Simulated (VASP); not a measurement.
# Zn (P6_3/mmc) in VASP: notebook

The runs below take Zn through relaxation of shape and atoms at fixed volume, with PBE.

All numbers are computed with VASP 6.6.1; they aren't measurements. Logs are shortened: lines on timing, memory, paths and dates and some standing lists are left out, and cuts for length are marked.

## 1. The cell of the first run

The structure is hexagonal, space group P6_3/mmc (No. 194). Conventional cell: a = 2.659 Å, b = 2.659 Å, c = 5.159 Å, α = 90.00°, β = 90.00°, γ = 120.00°. Zn (site symmetry -6m2) has 12 Zn at 2.66 to 3.00 Å within 3.5 Å.

## 2. Relaxation of shape and atoms at fixed volume, PBE (15.80 Å³/atom)

Contents of INCAR:

```
SYSTEM = Zn
PREC     = Accurate       ! precision mode
ENCUT    = 600            ! plane-wave cutoff, eV
EDIFF    = 1E-7           ! SCF threshold, eV
ISMEAR   = 0              ! smearing method
SIGMA    = 0.1            ! smearing width, eV
LREAL    = .FALSE.        ! projectors in reciprocal space
LASPH    = .TRUE.         ! aspherical terms in the spheres
NELM     = 80             ! most SCF steps
ALGO     = Fast           ! electronic algorithm
ISIF     = 4              ! what is computed and relaxed
LWAVE    = .FALSE.        ! write WAVECAR
LCHARG   = .FALSE.        ! write CHGCAR
GGA      = PE             ! functional
IBRION   = 2              ! ionic algorithm
NSW      = 50             ! ionic steps
EDIFFG   = -0.01          ! ionic threshold
```

Contents of KPOINTS:

```
regular mesh
0
G
  18 18 8
  0 0 0
```

Contents of POSCAR:

```
Zn
1.0
    2.6593970650      0.0000000000      0.0000000000
   -1.3296985325      2.3031054170      0.0000000000
    0.0000000000      0.0000000000      5.1588238446
Zn
2
Direct
    0.3333333333      0.6666666667      0.2500000000
    0.6666666667      0.3333333333      0.7500000000
```

Potentials or basis: VASP PAW PBE potentials, release 64 (Zn).

Started as:

```
$ cat potpaw_PBE.64/Zn/POTCAR > POTCAR
$ mpirun -np 1 vasp_std > vasp.out
```

OUTCAR:

```text
SYSTEM = Zn
   PREC = Accurate
   ENCUT = 600
   EDIFF = 1E-7
   ISMEAR = 0
   LREAL = .FALSE.
   LASPH = .TRUE.
   NELM = 80
   ISIF = 4
   GGA = PE
   IBRION = 2
   NSW = 50
   EDIFFG = -0.01

 ion  position               nearest neighbor table
   1  0.333  0.667  0.250-   2 3.00   2 3.00   2 3.00   2 3.00   2 3.00   2 3.00
   2  0.667  0.333  0.750-   1 3.00   1 3.00   1 3.00   1 3.00   1 3.00   1 3.00

  LATTYP: Found a hexagonal cell.
 ALAT       =     2.6593970650
 C/A-ratio  =     1.9398471603

  Lattice vectors:

 A1 = (   2.6593970650,   0.0000000000,   0.0000000000)
 A2 = (  -1.3296985325,   2.3031054170,   0.0000000000)
 A3 = (   0.0000000000,   0.0000000000,   5.1588238446)

Analysis of symmetry for initial positions (statically):
=====================================================================
 Subroutine PRICEL returns:
 Original cell was already a primitive cell.

 Routine SETGRP: Setting up the symmetry group for a
 hexagonal supercell.

 Subroutine GETGRP returns: Found 24 space group operations
 (whereof 12 operations were pure point group operations)
 out of a pool of 24 trial point group operations.

The static configuration has the point symmetry D_3d.
 The point group associated with its full space group is D_6h.

Analysis of symmetry for dynamics (positions and initial velocities):
=====================================================================
 Subroutine PRICEL returns:
 Original cell was already a primitive cell.

 Routine SETGRP: Setting up the symmetry group for a
 hexagonal supercell.

 Subroutine GETGRP returns: Found 24 space group operations
 (whereof 12 operations were pure point group operations)
 out of a pool of 24 trial point group operations.

The dynamic configuration has the point symmetry D_3d.
 The point group associated with its full space group is D_6h.

 Subroutine INISYM returns: Found 24 space group operations
 (whereof 12 operations are pure point group operations),
 and found     1 'primitive' translations

----------------------------------------------------------------------------------------

                                     Primitive cell

  volume of cell :      31.5971

  direct lattice vectors                    reciprocal lattice vectors
[... 97 lines left out ...]
   PSTRESS=    0.0 pullay stress
   NELECT =      24.0000    total number of electrons
   NUPDOWN=      -1.0000    fix difference up-down
   EMIN   =  10.00;   EMAX   =-10.00  energy-range for DOS
   EFERMI =   0.00;   METHOD = LEGACY
   ISMEAR =     0;   SIGMA  =   0.10  broadening in eV -4-tet -1-fermi 0-gaus
   EFERMI_NEDOS =   21; number of points for ismear=-14 and -15
   IALGO  =     68    algorithm
   IMIX   =      4    mixing-type and parameters
     AMIX     =   0.40;   BMIX     =  1.00
     AMIX_MAG =   1.60;   BMIX_MAG =  1.00
  volume/ion in A,a.u.               =      15.80       106.61
  Fermi-wavevector in a.u.,A,eV,Ry     =   1.493698  2.822679 30.356400  2.231132
  Thomas-Fermi vector in A             =   2.606065
   LORBIT       =      0    0 simple, 1 ext, 2 COOP (PROOUT), +10 PAW based schemes
   GGA     = PE    functional components
   LHFCALC =     F    Hartree Fock is set to
   AEXX    =    0.0000 exact exchange contribution
   IVDW    =     0    specifies the selected vdW correction
   LEPSILON=     F    determine dielectric tensor
   LRPA    =     F    only Hartree local field effects (RPA)
 conjugate gradient relaxation of ions
 non-spin polarized calculation
 RMM-DIIS sequential band-by-band and
 Gauss-broadening in eV      SIGMA  =   0.10
  energy-cutoff  :      600.00
  volume of cell :       31.60
 maximum number of plane-waves:      1077
 NGX is ok and might be reduce to    24
   NGX = 11   NGY = 11   NGZ = 21

--------------------------------------- Ionic step        1  -------------------------------------------

 number of electron      23.9999995 magnetization

 Free energy of the ion-electron system (eV)
  ---------------------------------------------------
  ext. energy  EPLUGINS =         0.00000000
  ---------------------------------------------------
  free energy    TOTEN  =        -2.21580099 eV

  energy without entropy =       -2.21420619  energy(sigma->0) =       -2.21500359

------------------------ aborting loop because EDIFF is reached ----------------------------------------

  FORCE on cell =-STRESS in cart. coord.  units (eV):
  Direction    XX          YY          ZZ          XY          YZ          ZX
  --------------------------------------------------------------------------------------
  -------------------------------------------------------------------------------------
  Total       -0.4188646     -0.4188646     -0.2382217      0.0000000      0.0000000      0.0000000
  in kB      -21.2391205    -21.2391205    -12.0793695      0.0000000      0.0000000      0.0000000
  external PRESSURE =     -18.1858701 kB  Pullay stress =       0.0000000 kB
[... 59 lines left out ...]
--------------------------------------- Ionic step        3  -------------------------------------------

 number of electron      24.0000006 magnetization

 Free energy of the ion-electron system (eV)
  ---------------------------------------------------
  ext. energy  EPLUGINS =         0.00000000
  ---------------------------------------------------
  free energy    TOTEN  =        -2.21638599 eV

  energy without entropy =       -2.21484317  energy(sigma->0) =       -2.21561458

 E-fermi :   2.7825     XC(G=0): -11.3400

 val. band max:        2.7654281564   @ k =   0.3333   0.1111   0.0000
 cond. band min:       2.8232956454   @ k =   0.1111   0.0000   0.2500
 fundamental gap:      0.0578674889
 Fermi energy:         2.7825441325

 k-point     1 :       0.0000    0.0000    0.0000
  band No.  band energies     occupation
      1      -7.2838      2.00000
      2      -5.7268      2.00000
      3      -5.0491      2.00000
      4      -4.7841      2.00000
      5      -4.7841      2.00000
      6      -4.7489      2.00000
[... 433 lines left out ...]
      3      -5.1778      2.00000
      4      -4.8072      2.00000
      5      -4.6176      2.00000
      6      -4.6148      2.00000
[... 8 lines left out ...]
     15       7.8445      0.00000
     16       9.5841      0.00000

 [... further k-points ...]

------------------------ aborting loop because EDIFF is reached ----------------------------------------

  FORCE on cell =-STRESS in cart. coord.  units (eV):
  Direction    XX          YY          ZZ          XY          YZ          ZX
  --------------------------------------------------------------------------------------
  -------------------------------------------------------------------------------------
  Total       -0.3208640     -0.3208640     -0.3121541      0.0000000      0.0000000      0.0000000
  in kB      -16.2698601    -16.2698601    -15.8282148      0.0000000      0.0000000      0.0000000
  external PRESSURE =     -16.1226450 kB  Pullay stress =       0.0000000 kB
[... 17 lines left out ...]
  FREE ENERGIE OF THE ION-ELECTRON SYSTEM (eV)
  ---------------------------------------------------
  free  energy   TOTEN  =        -2.2163859856 eV

  energy  without entropy=       -2.2148431736  energy(sigma->0) =       -2.21561458

 reached required accuracy - stopping structural energy minimisation
```

OSZICAR:

```text
N       E                     dE             d eps       ncg     rms          rms(c)
DAV:   1     0.102448489107E+03    0.10245E+03   -0.13916E+04  5992   0.256E+03
DAV:   2     0.581909131765E+00   -0.10187E+03   -0.10052E+03  6072   0.317E+02
DAV:   3    -0.240164536162E+01   -0.29836E+01   -0.29796E+01  7280   0.658E+01
[... 22 lines left out ...]
RMM:   2    -0.221741938261E+01    0.19848E-02   -0.16094E-03  5920   0.480E-01    0.206E-01
RMM:   3    -0.221638491848E+01    0.10345E-02   -0.96437E-04  5920   0.268E-01    0.230E-02
RMM:   4    -0.221638647056E+01   -0.15521E-05   -0.49836E-05  5920   0.874E-02    0.110E-02
RMM:   5    -0.221638596675E+01    0.50381E-06   -0.42902E-06  5917   0.240E-02    0.299E-03
RMM:   6    -0.221638598563E+01   -0.18878E-07   -0.65073E-07  5324   0.109E-02
   3 F= -.22163860E+01 E0= -.22156146E+01  d E =-.584998E-03
```

CONTCAR:

```text
Zn
   1.00000000000000
     2.6514647471516302    0.0000000000000000    0.0000000000000000
    -1.3257323735758151    2.2962358282341930   -0.0000000000000000
     0.0000000000000000    0.0000000000000000    5.1897370538256995
  Zn
     2
Direct
     0.3333333332999970    0.6666666667000030    0.2500000000000000
     0.6666666667000030    0.3333333332999970    0.7500000000000000

  0.00000000E+00  0.00000000E+00  0.00000000E+00
  0.00000000E+00  0.00000000E+00  0.00000000E+00
```

Run time: 4.3 min. Hardware: 1 thread of Intel Xeon 8259CL, shared host; peak memory 0.23 GiB.

Results:

```
Free energy               : -2.2164 eV
Energy gained by relaxing : 0.3 meV/atom
Ionic steps               : 3
Pressure after relaxing   : -1.6 GPa
Band gap on the k mesh    : zero (bands 12 and 13 overlap by 5.39 eV)
```

Step by step:
```
step  energy change (eV)  largest force (eV/Å)  pressure (GPa)  volume (Å³)
   1              0.0000                0.0000           -1.82        31.60
   2             -0.0004                0.0000           -1.73        31.60
   3             -0.0006                0.0000           -1.61        31.60
```

Final structure:
```xyz
2
Lattice="2.6515 0.0000 0.0000 -1.3257 2.2962 0.0000 0.0000 0.0000 5.1897" Properties=species:S:1:pos:R:3 pbc="T T T"
Zn    0.0000    1.5308    1.2974
Zn    1.3257    0.7654    3.8923
```

## 3. Relaxation of shape and atoms at fixed volume, PBE (16.26 Å³/atom)

This run uses another cell than the first one, of 16.26 Å³/atom.

Contents of INCAR:

```
PREC = Accurate ; ENCUT = 600
EDIFF = 1E-6 ; ISMEAR = 0
SIGMA = 0.1 ; LREAL = False
LASPH = True ; NELM = 100
ALGO = Fast ; ISIF = 4
LWAVE = False ; LCHARG = False
GGA = PE ; IBRION = 2
NSW = 50 ; EDIFFG = -0.01
```

Contents of KPOINTS:

```
regular mesh
0
Gamma
  18 18 8
```

Contents of POSCAR:

```
Zn
1.0
    2.6742408162      0.0000000000      0.0000000000
   -1.3371204081      2.3159604826      0.0000000000
    0.0000000000      0.0000000000      5.2503068150
Zn
2
Direct
    0.3333333333      0.6666666667      0.2500000000
    0.6666666667      0.3333333333      0.7500000000
```

Potentials or basis: VASP PAW PBE potentials, release 64 (Zn).

Started as:

```
$ cat potpaw_PBE.64/Zn/POTCAR > POTCAR
$ mpirun -np 1 vasp_std > vasp.out
```

Run time: 3.7 min. Hardware: 1 thread of Intel Xeon 8259CL, shared host; peak memory 0.24 GiB.

Results (log left out):

```yaml
Free_energy: -2.2035 eV
Energy_gained_by_relaxing: 0.3 meV/atom
Ionic_steps: 3
Pressure_after_relaxing: -3.0 GPa
Band_gap_on_the_k_mesh: zero (bands 12 and 13 overlap by 5.27 eV)
```

Step by step:
```
step  energy change (eV)  largest force (eV/Å)  pressure (GPa)  volume (Å³)
   1              0.0000                0.0000           -3.23        32.52
   2             -0.0004                0.0000           -3.03        32.52
   3             -0.0006                0.0000           -3.02        32.52
```

Final structure:
```cif
data_structure
_symmetry_space_group_name_H-M 'P 1'
_symmetry_Int_Tables_number 1
_cell_length_a 2.6644
_cell_length_b 2.6644
_cell_length_c 5.2890
_cell_angle_alpha 90.000
_cell_angle_beta 90.000
_cell_angle_gamma 120.000
_cell_volume 32.52
loop_
_atom_site_label
_atom_site_type_symbol
_atom_site_fract_x
_atom_site_fract_y
_atom_site_fract_z
_atom_site_occupancy
Zn1 Zn 0.33333 0.66667 0.25000 1
Zn2 Zn 0.66667 0.33333 0.75000 1
```

Levels at points of the mesh, in eV from the Fermi level:
```
           k point  band 8  band 9  band 10  band 11  band 12  band 13  band 14  band 15  band 16
(0.00, 0.00, 0.00)   -7.05   -7.05    -6.92    -6.92    -3.68    -3.44    11.09    14.90    18.02
(0.50, 0.00, 0.00)   -6.96   -6.70    -6.69    -2.31    -1.69     2.19     3.49     3.66     5.61
(0.00, 0.00, 0.50)   -7.33   -6.98    -6.98    -6.98    -6.98     3.35     3.35    19.08    19.08
(0.50, 0.00, 0.50)   -6.96   -6.70    -6.70    -1.46    -1.46     0.33     0.33     9.05     9.05
```
